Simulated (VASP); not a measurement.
Input of a VASP 6.6.1 run:

Contents of INCAR:

```
PREC = Accurate ; ENCUT = 520
EDIFF = 1E-6 ; ISMEAR = -1
SIGMA = 0.05 ; LREAL = False
LASPH = True ; NELM = 100
ALGO = Normal ; ISIF = 2
LWAVE = False ; LCHARG = False
GGA = PE ; NBANDS = 16
```

The input KPOINTS:

```
Automatic mesh
0
Gamma
  13 13 12
```

POSCAR

```
WC
1.0
    2.9005014360      0.0000000000      0.0000000000
   -1.4502507180      2.5119079273      0.0000000000
    0.0000000000      0.0000000000      2.7441300000
W C
1 1
Direct
    0.0000000000      0.0000000000      0.0000000000
    0.6666666667      0.3333333333      0.5000000000
```

Potentials or basis: VASP PAW PBE potentials, release 64 (W_sv, C).

Launch:

```sh
$ cat potpaw_PBE.64/W_sv/POTCAR potpaw_PBE.64/C/POTCAR > POTCAR
$ mpirun -np 1 vasp_std > vasp.out
```

Question: What does it give for the band gap on the k mesh?

Answer: Zero (band 9 reaches 12.23 eV, above the bottom of band 10 at 11.02 eV).

Question: Estimate the pressure.

Answer: 25.1 GPa.

Stress tensor (GPa, compression positive):
```
15.89  0.00  0.00
 0.00 15.89  0.00
 0.00  0.00 43.58
```

Caveat: the cell differs from its parent crystal (zz strain of -3 %); spin-orbit coupling is left out, which moves the levels of the heavy elements.
